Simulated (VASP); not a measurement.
# HfCl4F (P4/mmm) in VASP: notebook, part 2 of 2

VASP 6.6.1. Earlier steps stand in the parts before.

## 4. Single point, PBE

This run uses another cell than the first one, of 22.32 Å³/atom.

INCAR reads:

```
PREC = Accurate
ENCUT = 520
EDIFF = 1E-7
ISMEAR = 0
SIGMA = 0.1
LREAL = F
LASPH = T
NELM = 100
ALGO = Normal
ISIF = 2
LWAVE = F
LCHARG = F
GGA = PE
NBANDS = 32
```

KPOINTS reads:

```
regular mesh
0
Gamma
  4 4 4
```

POSCAR reads:

```
HfCl4F
1.0
    4.3166026150      0.0000000000      0.0000000000
    0.0000000000      4.3166026150      0.0000000000
    0.0000000000      0.0000000000      7.1873338140
Hf Cl F
1 4 1
Direct
    0.0000000000      0.0000000000      0.0000000000
    0.5000000000      0.0000000000      0.7901235898
    0.0000000000      0.5000000000      0.2098764102
    0.5000000000      0.0000000000      0.2098764102
    0.0000000000      0.5000000000      0.7901235898
    0.5000000000      0.5000000000      0.5000000000
```

Potentials or basis: VASP PAW PBE potentials, release 64 (Hf_pv, Cl, F).

Command:

```sh
cat potpaw_PBE.64/Hf_pv/POTCAR potpaw_PBE.64/Cl/POTCAR potpaw_PBE.64/F/POTCAR > POTCAR
mpirun -np 1 vasp_std > vasp.out
```

OUTCAR:

```text
PREC = Accurate
   ENCUT = 520
   EDIFF = 1E-7
   ISMEAR = 0
   LREAL = F
   LASPH = T
   NELM = 100
   ISIF = 2
   GGA = PE

 ion  position               nearest neighbor table
   1  0.000  0.000  0.000-   2 2.63   3 2.63   4 2.63   5 2.63   3 2.63   5 2.63   2 2.63   4 2.63

   2  0.500  0.000  0.790-   1 2.63   1 2.63
   3  0.000  0.500  0.210-   1 2.63   1 2.63
   4  0.500  0.000  0.210-   1 2.63   1 2.63
   5  0.000  0.500  0.790-   1 2.63   1 2.63
   6  0.500  0.500  0.500-

  LATTYP: Found a simple tetragonal cell.
[... 826 lines left out ...]
  -------------------------------------------------------------------------------------
  Total       -0.5178634     -0.5178634     -0.3417441      0.0000000      0.0000000      0.0000000
  in kB       -6.1954637     -6.1954637     -4.0884588      0.0000000      0.0000000      0.0000000
  external PRESSURE =      -5.4931287 kB  Pullay stress =       0.0000000 kB

 VOLUME and BASIS-vectors are now :
 -----------------------------------------------------------------------------
  energy-cutoff  :      520.00
  volume of cell :      133.92
      direct lattice vectors                 reciprocal lattice vectors
     4.316602615  0.000000000  0.000000000     0.231663669  0.000000000  0.000000000
     0.000000000  4.316602615  0.000000000     0.000000000  0.231663669  0.000000000
     0.000000000  0.000000000  7.187333814     0.000000000  0.000000000  0.139133652

 POSITION                                       TOTAL-FORCE (eV/Angst)
 -----------------------------------------------------------------------------------
      0.00000      0.00000      0.00000         0.000000      0.000000      0.000000
      2.15830      0.00000      5.67888         0.000000      0.000000      0.052592
      0.00000      2.15830      1.50845         0.000000     -0.000000     -0.052592
      2.15830      0.00000      1.50845         0.000000      0.000000     -0.052592
      0.00000      2.15830      5.67888         0.000000     -0.000000      0.052592
      2.15830      2.15830      3.59367         0.000000      0.000000      0.000000
 -----------------------------------------------------------------------------------
    total drift:                                0.000000      0.000000      0.000000

  FREE ENERGIE OF THE ION-ELECTRON SYSTEM (eV)
  ---------------------------------------------------
  free  energy   TOTEN  =       -25.7735892027 eV

  energy  without entropy=      -25.7271031139  energy(sigma->0) =      -25.75034616
```

stdout:

```text
POSCAR found type information on POSCAR HfClF
 POSCAR found :  3 types and       6 ions
 scaLAPACK will be used
 LDA part: xc-table for (Slater+PW92), standard interpolation
 POSCAR, INCAR and KPOINTS ok, starting setup
 FFT: planning ... GRIDC
 FFT: planning ... GRID_SOFT
 FFT: planning ... GRID
 WAVECAR not read
 entering main loop
```

Run time: 85 s. Hardware: 1 thread of Intel Xeon Platinum 8259CL at 2.50GHz (Skylake/Cascade Lake), shared host; peak memory 0.26 GiB.

What came out:

- Free energy: -25.7736 eV
- Pressure: -0.5 GPa
- Largest force: 0.053 eV/Å
- Band gap on the k mesh: zero (an odd number of electrons rules out a gap without spin polarisation)

Forces in eV/Å, atoms in the order of the input:
```
Hf   0.000  0.000  0.000
Cl   0.000  0.000  0.053
Cl   0.000  0.000 -0.053
Cl   0.000  0.000 -0.053
Cl   0.000  0.000  0.053
F    0.000  0.000  0.000
```

Stress tensor (GPa, compression positive):
```
-0.62  0.00  0.00
 0.00 -0.62  0.00
 0.00  0.00 -0.41
```

Caveat: the k points lie up to 0.36 Å⁻¹ apart, too coarse for converged energies and pressures of a metal; spin-orbit coupling is left out, which moves the levels of the heavy elements; an odd number of electrons without spin polarisation forces a metal; a magnetic or distorted state may lie lower.

## 5. Single point, PBE

INCAR reads:

```
ALGO     = Normal         # electronic algorithm
EDIFF    = 1E-7           # SCF threshold, eV
ENCUT    = 520            # plane-wave cutoff, eV
GGA      = PE             # functional
ISIF     = 2              # what is computed and relaxed
ISMEAR   = 0              # smearing method
LASPH    = True           # aspherical terms in the spheres
LCHARG   = False          # write CHGCAR
LREAL    = False          # projectors in reciprocal space
LWAVE    = False          # write WAVECAR
NBANDS   = 32             # bands
NELM     = 100            # most SCF steps
PREC     = Accurate       # precision mode
SIGMA    = 0.1            # smearing width, eV
```

KPOINTS reads:

```
k-points
0
Gamma
  4 4 4
```

POSCAR reads:

```
HfCl4F
1.0
    5.0606920500      0.0000000000      0.0000000000
    0.0000000000      5.0606920500      0.0000000000
    0.0000000000      0.0000000000      7.1362503000
Hf Cl F
1 4 1
Direct
    0.0000000000      0.0000000000      0.0000000000
    0.5000000000      0.0000000000      0.7490356600
    0.0000000000      0.5000000000      0.2509643400
    0.5000000000      0.0000000000      0.2509643400
    0.0000000000      0.5000000000      0.7490356600
    0.5000000000      0.5000000000      0.5000000000
```

Potentials or basis: VASP PAW PBE potentials, release 64 (Hf_pv, Cl, F).

Command:

```sh
cat potpaw_PBE.64/Hf_pv/POTCAR potpaw_PBE.64/Cl/POTCAR potpaw_PBE.64/F/POTCAR > POTCAR
mpirun -np 1 vasp_std > vasp.out
```

OUTCAR:

```text
EDIFF = 1E-7
   ENCUT = 520
   GGA = PE
   ISIF = 2
   ISMEAR = 0
   LASPH = True
   LREAL = False
   NELM = 100
   PREC = Accurate

 ion  position               nearest neighbor table
   1  0.000  0.000  0.000-   2 3.10   3 3.10   4 3.10   5 3.10   3 3.10   5 3.10   2 3.10   4 3.10

   2  0.500  0.000  0.749-   1 3.10   1 3.10
   3  0.000  0.500  0.251-   1 3.10   1 3.10
   4  0.500  0.000  0.251-   1 3.10   1 3.10
   5  0.000  0.500  0.749-   1 3.10   1 3.10
   6  0.500  0.500  0.500-

  LATTYP: Found a simple tetragonal cell.
 ALAT       =     5.0606920500
 C/A-ratio  =     1.4101332840

  Lattice vectors:

 A1 = (   5.0606920500,   0.0000000000,   0.0000000000)
 A2 = (   0.0000000000,   5.0606920500,   0.0000000000)
 A3 = (   0.0000000000,   0.0000000000,   7.1362503000)

Analysis of symmetry for initial positions (statically):
[... 172 lines left out ...]

  energy without entropy =      -21.61633644  energy(sigma->0) =      -21.64878709

 E-fermi :  -1.2137     XC(G=0):  -7.6577

 val. band max:       -1.2200313947   @ k =   0.0000   0.0000   0.2500
 cond. band min:      -1.2126286302   @ k =   0.5000   0.2500   0.0000
 fundamental gap:      0.0074027645
 Fermi energy:        -1.2136797916

 k-point     1 :       0.0000    0.0000    0.0000
  band No.  band energies     occupation
      1     -34.6357      2.00000
      2     -34.5465      2.00000
      3     -34.5465      2.00000
      4     -20.3510      2.00000
      5     -14.8816      2.00000
      6     -14.6095      2.00000
[... 619 lines left out ...]
     31       6.1660      0.00000
     32       7.2914      0.00000

------------------------ aborting loop because EDIFF is reached ----------------------------------------

  FORCE on cell =-STRESS in cart. coord.  units (eV):
  Direction    XX          YY          ZZ          XY          YZ          ZX
  --------------------------------------------------------------------------------------
  -------------------------------------------------------------------------------------
  Total      -13.5857017    -13.5857017    -12.0032199      0.0000000      0.0000000     -0.0000000
  in kB     -119.0975319   -119.0975319   -105.2248824      0.0000000      0.0000000     -0.0000000
  external PRESSURE =    -114.4733154 kB  Pullay stress =       0.0000000 kB

 VOLUME and BASIS-vectors are now :
 -----------------------------------------------------------------------------
  energy-cutoff  :      520.00
  volume of cell :      182.76
      direct lattice vectors                 reciprocal lattice vectors
     5.060692050  0.000000000  0.000000000     0.197601433  0.000000000  0.000000000
     0.000000000  5.060692050  0.000000000     0.000000000  0.197601433  0.000000000
     0.000000000  0.000000000  7.136250300     0.000000000  0.000000000  0.140129614

 POSITION                                       TOTAL-FORCE (eV/Angst)
 -----------------------------------------------------------------------------------
      0.00000      0.00000      0.00000         0.000000     -0.000000      0.000000
      2.53035      0.00000      5.34531         0.000000     -0.000000      1.730898
      0.00000      2.53035      1.79094         0.000000      0.000000     -1.730898
      2.53035      0.00000      1.79094         0.000000     -0.000000     -1.730898
      0.00000      2.53035      5.34531        -0.000000      0.000000      1.730898
      2.53035      2.53035      3.56813         0.000000     -0.000000      0.000000
 -----------------------------------------------------------------------------------
    total drift:                                0.000000      0.000000      0.000000

  FREE ENERGIE OF THE ION-ELECTRON SYSTEM (eV)
  ---------------------------------------------------
  free  energy   TOTEN  =       -21.6812377387 eV

  energy  without entropy=      -21.6163364418  energy(sigma->0) =      -21.64878709
```

Run time: 3.4 min. Hardware: 1 thread of Intel Xeon Platinum 8259CL at 2.50GHz (Skylake/Cascade Lake), shared host; peak memory 0.32 GiB.

What came out:

- Free energy: -21.6812 eV
- Pressure: -11.4 GPa
- Largest force: 1.731 eV/Å
- Band gap on the k mesh: zero (an odd number of electrons rules out a gap without spin polarisation)

Forces in eV/Å, atoms in the order of the input:
```
Hf   0.000  0.000  0.000
Cl   0.000  0.000  1.731
Cl   0.000  0.000 -1.731
Cl   0.000  0.000 -1.731
Cl   0.000  0.000  1.731
F    0.000  0.000  0.000
```

Caveat: the cell stands under tension; spin-orbit coupling is left out, which moves the levels of the heavy elements; an odd number of electrons without spin polarisation forces a metal; a magnetic or distorted state may lie lower.

## 6. The runs side by side

```csv
task,cell,k mesh,cutoff (eV),gap on the mesh (eV),pressure (GPa),largest force (eV/Å)
relaxation of cell and atoms,"relaxed from a = 5.061, b = 5.061, c = 7.136 Å, 6 atoms, atomic positions A",4 × 4 × 4,600,none,0.0,0.02
single point,"a = 4.318, b = 4.318, c = 7.192 Å, 6 atoms, atomic positions B",10 × 10 × 6,520,none,-0.6,0.06
single point,"a = 4.317, b = 4.317, c = 7.187 Å, 6 atoms, atomic positions B",4 × 4 × 4,520,none,-0.5,0.05
single point,"a = 5.061, b = 5.061, c = 7.136 Å, 6 atoms, atomic positions A",4 × 4 × 4,520,none,-11.4,1.73
```

Alike in all rows: level PBE; potentials or basis VASP PAW PBE potentials, release 64 (Hf_pv, Cl, F); no spin polarisation; smearing gaussian 0.1 eV.

Caveats: some runs use coarse meshes; spin-orbit coupling is left out, which moves the levels of the heavy elements; an odd number of electrons without spin polarisation forces a metal; a magnetic or distorted state may lie lower; the volume moved by over 15 % at a fixed basis, so the end points are rough (at least some runs); the cell stands under tension (at least some runs).

Total energies depend on the potentials used, so only differences within one code and one set of settings carry meaning.
